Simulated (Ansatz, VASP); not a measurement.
SnSe in VASP and in Ansatz

```
Sn Se
1.0
     0.00000    3.01000    3.08525
     3.01000    0.00000    3.08525
     3.01000    3.01000    0.00000
Sn Se
1 1
Direct
  0.00000 0.00000 0.00000
  0.50000 0.50000 0.50000
```

Alike in both runs: task single point; functional PBEsol; k mesh 6 × 6 × 6; occupations fermi-dirac, width 0.05 eV; no spin polarisation.

|  | VASP | Ansatz |
| --- | --- | --- |
| version | VASP 6.6.1 | Ansatz 0.2.0 |
| potentials or method | VASP PAW PBE potentials, release 64 (Sn_d, Se), cutoff 520 eV | plane waves, PAW |
| valence electrons in the cell | 20 | 30 |

VASP gave:

- pressure (GPa): -3.3
- traceless stress, the component that is largest in VASP (GPa): -1.57

Which values does Ansatz return?

Pressure (GPa): -3.3; traceless stress, the component that is largest in VASP (GPa): -1.56.

VASP's potentials were made for PBE, not for PBEsol. The functional is the same, so the differences come from potentials, cutoffs and numerics. VASP's potentials hold 20 valence electrons a cell and Ansatz's 30, so a difference there can come from the potentials and not from the codes.
